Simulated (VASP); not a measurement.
# Hf (Im-3m) in VASP: further runs

Aim: see how the results for Hf move with the level of theory and the settings. Levels: PBE, RPBE. Tasks: elastic constants, density of states.

All numbers are computed with VASP 6.6.1; they aren't measurements. Logs are shortened: lines on timing, memory, paths and dates and some standing lists are left out, and cuts for length are marked.

## 1. The cell of the first run

It takes space group Im-3m (No. 229, cubic). The conventional cell has a = 3.610 Å, b = 3.610 Å, c = 3.610 Å, α = 90.00°, β = 90.00°, γ = 90.00°. Within 4.1 Å of Hf (site symmetry m-3m) lie 14 Hf at 3.13 to 3.61 Å.

## 2. Elastic constants, PBE

INCAR

```
SYSTEM = Hf
PREC = Accurate
ENCUT = 600
EDIFF = 1E-8
ISMEAR = -1
SIGMA = 0.05
LREAL = .False.
LASPH = .True.
NELM = 60
ALGO = Fast
ISIF = 3
LWAVE = .False.
LCHARG = .False.
GGA = PE
IBRION = 6
NFREE = 2
POTIM = 0.015
NSW = 1
```

KPOINTS

```
regular mesh
0
Gamma
  7 7 7
  0 0 0
```

POSCAR

```
Hf
1.0
   -1.8050000000      1.8050000000      1.8050000000
    1.8050000000     -1.8050000000      1.8050000000
    1.8050000000      1.8050000000     -1.8050000000
Hf
1
Direct
    0.0000000000      0.0000000000      0.0000000000
```

Potentials or basis: VASP PAW PBE potentials, release 64 (Hf_pv).

Launch:

```bash
> cat potpaw_PBE.64/Hf_pv/POTCAR > POTCAR
> mpirun -np 1 vasp_std > vasp.out
```

OUTCAR:

```text
SYSTEM = Hf
   PREC = Accurate
   ENCUT = 600
   EDIFF = 1E-8
   ISMEAR = -1
   LREAL = .False.
   LASPH = .True.
   NELM = 60
   ISIF = 3
   GGA = PE
   IBRION = 6
   NFREE = 2
   POTIM = 0.015
   NSW = 1

 ion  position               nearest neighbor table
   1  0.000  0.000  0.000-

  LATTYP: Found a body centered cubic cell.
 ALAT       =     3.6100000000

  Lattice vectors:

 A1 = (  -1.8050000000,   1.8050000000,   1.8050000000)
 A2 = (   1.8050000000,  -1.8050000000,   1.8050000000)
 A3 = (   1.8050000000,   1.8050000000,  -1.8050000000)

Analysis of symmetry for initial positions (statically):
=====================================================================
 Subroutine PRICEL returns:
 Original cell was already a primitive cell.

 Routine SETGRP: Setting up the symmetry group for a
 body centered cubic supercell.

 Subroutine GETGRP returns: Found 48 space group operations
[... 9 lines left out ...]

 Routine SETGRP: Setting up the symmetry group for a
 body centered cubic supercell.

 Subroutine GETGRP returns: Found 48 space group operations
[... 11 lines left out ...]
                                     Primitive cell

  volume of cell :      23.5229

  direct lattice vectors                    reciprocal lattice vectors
    -1.805000000  1.805000000  1.805000000     0.000000000  0.277008310  0.277008310
     1.805000000 -1.805000000  1.805000000     0.277008310  0.000000000  0.277008310
     1.805000000  1.805000000 -1.805000000     0.277008310  0.277008310  0.000000000

  length of vectors
     3.126351708  3.126351708  3.126351708     0.391748909  0.391748909  0.391748909

  position of ions in fractional coordinates (direct lattice)
     0.000000000  0.000000000  0.000000000

  ion indices of the primitive-cell ions
   primitive index   ion index
                 1           1

----------------------------------------------------------------------------------------

 KPOINTS: regular mesh

Automatic generation of k-mesh.
 Grid dimensions read from file:
 generate k-points for:    7    7    7

 Generating k-lattice:

  Cartesian coordinates                     Fractional coordinates (reciprocal lattice)
     0.000000000  0.039572616  0.039572616     0.142857143  0.000000000  0.000000000
     0.039572616  0.000000000  0.039572616     0.000000000  0.142857143  0.000000000
     0.039572616  0.039572616  0.000000000     0.000000000  0.000000000  0.142857143

  Length of vectors
     0.055964130  0.055964130  0.055964130

  Shift w.r.t. Gamma in fractional coordinates (k-lattice)
     0.000000000  0.000000000  0.000000000

 Subroutine IBZKPT returns following result:
 ===========================================

 Found     20 irreducible k-points:

 Following reciprocal coordinates:
            Coordinates               Weight
  0.000000  0.000000  0.000000      1.000000
  0.142857  0.000000  0.000000     12.000000
  0.285714  0.000000  0.000000     12.000000
  0.428571  0.000000  0.000000     12.000000
  0.142857  0.142857  0.000000     24.000000
  0.285714  0.142857  0.000000     48.000000
[... 12 lines left out ...]
 -0.428571 -0.428571  0.285714      8.000000
 -0.428571  0.428571  0.428571      6.000000
   k-points           NKPTS =     20   k-points in BZ     NKDIM =     20   number of bands    NBANDS=      9
   number of dos      NEDOS =    301   number of ions     NIONS =      1
   total plane-waves  NPLWV =  21952
[... 29 lines left out ...]
   EFERMI =   0.00;   METHOD = LEGACY
   ISMEAR =    -1;   SIGMA  =   0.05  broadening in eV -4-tet -1-fermi 0-gaus
   EFERMI_NEDOS =   21; number of points for ismear=-14 and -15
   IALGO  =     68    algorithm
   IMIX   =      4    mixing-type and parameters
     AMIX     =   0.40;   BMIX     =  1.00
     AMIX_MAG =   1.60;   BMIX_MAG =  1.00
  volume/ion in A,a.u.               =      23.52       158.74
  Fermi-wavevector in a.u.,A,eV,Ry     =   1.230961  2.326179 20.616432  1.515265
  Thomas-Fermi vector in A             =   2.365789
   LORBIT       =      0    0 simple, 1 ext, 2 COOP (PROOUT), +10 PAW based schemes
   GGA     = PE    functional components
   LHFCALC =     F    Hartree Fock is set to
   AEXX    =    0.0000 exact exchange contribution
   IVDW    =     0    specifies the selected vdW correction
   LEPSILON=     F    determine dielectric tensor
   LRPA    =     F    only Hartree local field effects (RPA)
 finite differences with symmetry
 non-spin polarized calculation
 RMM-DIIS sequential band-by-band and
  energy-cutoff  :      600.00
  volume of cell :       23.52
 maximum number of plane-waves:       796
 NGX is ok and might be reduce to    28
   NGX = 13   NGY = 13   NGZ = 13

--------------------------------------- Ionic step        1  -------------------------------------------

 number of electron      10.0000000 magnetization

 number of electron       9.9999999 magnetization

 Free energy of the ion-electron system (eV)
  ---------------------------------------------------
  ext. energy  EPLUGINS =         0.00000000
  ---------------------------------------------------
  free energy    TOTEN  =        -9.72673589 eV

  energy without entropy =       -9.71127758  energy(sigma->0) =       -9.71900674

------------------------ aborting loop because EDIFF is reached ----------------------------------------

  FORCE on cell =-STRESS in cart. coord.  units (eV):
  Direction    XX          YY          ZZ          XY          YZ          ZX
  --------------------------------------------------------------------------------------
  -------------------------------------------------------------------------------------
  Total       -0.6365632     -0.6365632     -0.6365632     -0.0000000     -0.0000000      0.0000000
  in kB      -43.3571301    -43.3571301    -43.3571301     -0.0000000     -0.0000000      0.0000000
  external PRESSURE =     -43.3571301 kB  Pullay stress =       0.0000000 kB
[... 86 lines left out ...]
  FREE ENERGIE OF THE ION-ELECTRON SYSTEM (eV)
  ---------------------------------------------------
  free  energy   TOTEN  =        -9.7345132182 eV

  energy  without entropy=       -9.7185154433  energy(sigma->0) =       -9.72651433

[... ionic steps 4 to 12 ...]

--------------------------------------- Ionic step       13  -------------------------------------------

 number of electron       9.9999999 magnetization

------------------------ aborting loop because EDIFF is reached ----------------------------------------
[... 65 lines left out ...]
--------------------------------------- Ionic step       15  -------------------------------------------

 number of electron      10.0000000 magnetization

 Free energy of the ion-electron system (eV)
  ---------------------------------------------------
  ext. energy  EPLUGINS =         0.00000000
  ---------------------------------------------------
  free energy    TOTEN  =        -9.72673653 eV

  energy without entropy =       -9.71127822  energy(sigma->0) =       -9.71900737

 E-fermi :   4.2355     XC(G=0): -11.0623

 val. band max:        4.0823172875   @ k =  -0.4286   0.4286   0.1429
 cond. band min:       4.2847690906   @ k =  -0.4286  -0.4286   0.1429
 fundamental gap:      0.2024518032
 Fermi energy:         4.2355134832

 k-point     1 :       0.0000    0.0000    0.0000
  band No.  band energies     occupation
      1     -25.8152      2.00000
      2     -25.8152      2.00000
      3     -25.8152      2.00000
      4      -2.6299      2.00000
      5       5.7160      0.00000
      6       5.7160      0.00000
      7       5.7160      0.00000
      8       8.3540      0.00000
      9       8.3540      0.00000
[... 254 lines left out ...]
  FREE ENERGIE OF THE ION-ELECTRON SYSTEM (eV)
  ---------------------------------------------------
  free  energy   TOTEN  =        -9.7267365294 eV

  energy  without entropy=       -9.7112782187  energy(sigma->0) =       -9.71900737

 INTERNAL STRAIN TENSORS FROM STRAINED CELLS
 ============================================

 INTERNAL STRAIN TENSOR FOR ION    1 for displacements in x,y,z  (eV/Angst):
          X           Y           Z          XY          YZ          ZX
  --------------------------------------------------------------------------------
  x     0.00000     0.00000    -0.00000     0.00000     0.00000     0.00000
  y    -0.00000     0.00000     0.00000     0.00000     0.00000     0.00000
  z     0.00000    -0.00000    -0.00000     0.00000    -0.00000    -0.00000

 INTERNAL STRAIN TENSORS FROM DISPLACED ATOMS
 ============================================

 INTERNAL STRAIN TENSOR FOR ION    1 for displacements in x,y,z  (eV/Angst):
          X           Y           Z          XY          YZ          ZX
  --------------------------------------------------------------------------------
  x     0.00000     0.00000     0.00000     0.00000     0.00000     0.00000
  y     0.00000     0.00000     0.00000     0.00000     0.00000     0.00000
  z     0.00000     0.00000     0.00000     0.00000     0.00000     0.00000

 Eigenvectors and eigenvalues of the dynamical matrix
 ----------------------------------------------------

   1 f  =    0.000000 THz     0.000000 2PiTHz    0.000000 cm-1     0.000000 meV
             X         Y         Z           dx          dy          dz
      0.000000  0.000000  0.000000    -0.984253   -0.176766    0.000000

   2 f  =    0.000000 THz     0.000000 2PiTHz    0.000000 cm-1     0.000000 meV
             X         Y         Z           dx          dy          dz
      0.000000  0.000000  0.000000     0.000000    0.000000    1.000000

   3 f  =    0.000000 THz     0.000000 2PiTHz    0.000000 cm-1     0.000000 meV
             X         Y         Z           dx          dy          dz
      0.000000  0.000000  0.000000    -0.176766    0.984253    0.000000

--------------------------------------------------------------------------------------------------------

 ELASTIC MODULI CONTR FROM IONIC RELAXATION (kBar)
 Direction    XX          YY          ZZ          XY          YZ          ZX
 --------------------------------------------------------------------------------
 XX           0.0000      0.0000      0.0000      0.0000      0.0000      0.0000
 YY           0.0000      0.0000      0.0000      0.0000      0.0000      0.0000
 ZZ           0.0000      0.0000      0.0000      0.0000      0.0000      0.0000
 XY           0.0000      0.0000      0.0000      0.0000      0.0000      0.0000
 YZ           0.0000      0.0000      0.0000      0.0000      0.0000      0.0000
 ZX           0.0000      0.0000      0.0000      0.0000      0.0000      0.0000
 --------------------------------------------------------------------------------

 TOTAL ELASTIC MODULI (kBar)
 Direction    XX          YY          ZZ          XY          YZ          ZX
 --------------------------------------------------------------------------------
 XX        1074.1211    960.4096    960.4096      0.0000     -0.0000     -0.0000
 YY         960.4096   1074.1211    960.4096      0.0000     -0.0000      0.0000
 ZZ         960.4096    960.4096   1074.1211     -0.0000      0.0000      0.0000
 XY           0.0000      0.0000     -0.0000    596.4422      0.0000      0.0000
 YZ          -0.0000     -0.0000      0.0000      0.0000    596.4422      0.0000
 ZX          -0.0000      0.0000      0.0000      0.0000      0.0000    596.4422
 --------------------------------------------------------------------------------
```

Run time: 3.6 min. Hardware: 1 thread of Intel Xeon Platinum 8259CL at 2.50GHz (Skylake/Cascade Lake), shared host; peak memory 0.2 GiB.

What came out:

| Property | Result |
| --- | --- |
| Elastic constants C11, C12, C44 | 107, 96, 60 GPa |
| Voigt bulk modulus | 100 GPa |

Elastic tensor in Voigt notation (GPa, in the Cartesian axes of the cell as first typed):
```
107  96  96   0   0   0
 96 107  96   0   0   0
 96  96 107   0   0   0
  0   0   0  60   0   0
  0   0   0   0  60   0
  0   0   0   0   0  60
```

Clamped-ion elastic tensor (GPa):
```
107  96  96   0   0   0
 96 107  96   0   0   0
 96  96 107   0   0   0
  0   0   0  60   0   0
  0   0   0   0  60   0
  0   0   0   0   0  60
```

Caveat: the cell is under stress, which shifts elastic constants; spin-orbit coupling is left out, which moves the levels of the heavy elements.

## 3. Density of states, RPBE

POSCAR is that of step 2.

INCAR.step1

```
ALGO = Normal
EDIFF = 1E-6
ENCUT = 520
GGA = RP
ISIF = 2
ISMEAR = 1
LASPH = T
LCHARG = T
LMAXMIX = 4
LREAL = F
LWAVE = F
NBANDS = 11
NELM = 100
PREC = Accurate
SIGMA = 0.1
```

KPOINTS.step1

```
k-points
0
Gamma
  10 10 10
```

INCAR.step2

```
ALGO = Normal
EDIFF = 1E-6
ENCUT = 520
GGA = RP
ICHARG = 11
ISIF = 2
ISMEAR = -5
LASPH = T
LCHARG = F
LMAXMIX = 4
LORBIT = 11
LREAL = F
LWAVE = F
NBANDS = 11
NEDOS = 2001
NELM = 100
PREC = Accurate
SIGMA = 0.1
```

KPOINTS.step2

```
k-points
0
Gamma
  15 15 15
```

Potentials or basis: VASP PAW PBE potentials, release 64 (Hf_pv).

Launch:

```bash
> cat potpaw_PBE.64/Hf_pv/POTCAR > POTCAR
> cp INCAR.step1 INCAR
> cp KPOINTS.step1 KPOINTS
> mpirun -np 1 vasp_std > vasp.out
> cp INCAR.step2 INCAR
> cp KPOINTS.step2 KPOINTS
> mpirun -np 1 vasp_std > vasp.out
```

Run time: 33 s. Hardware: 1 thread of Intel Xeon Platinum 8259CL at 2.50GHz (Skylake/Cascade Lake), shared host; peak memory 0.15 GiB.

Results (log left out):

```
Valence electrons inside the program's atomic spheres : Hf 8.23
```

Levels at points of the mesh, in eV from the Fermi level:
```csv
k point,band 2,band 3,band 4,band 5,band 6,band 7,band 8,band 9
"(0.00, 0.00, 0.00)",-30.08,-30.08,-6.88,1.51,1.51,1.51,4.14,4.14
```

Caveat: the PAW data sets were made with another functional, which shifts forces and pressure a little; spin-orbit coupling is left out, which moves the levels of the heavy elements; tetrahedron occupations give inexact forces and stress in metals.
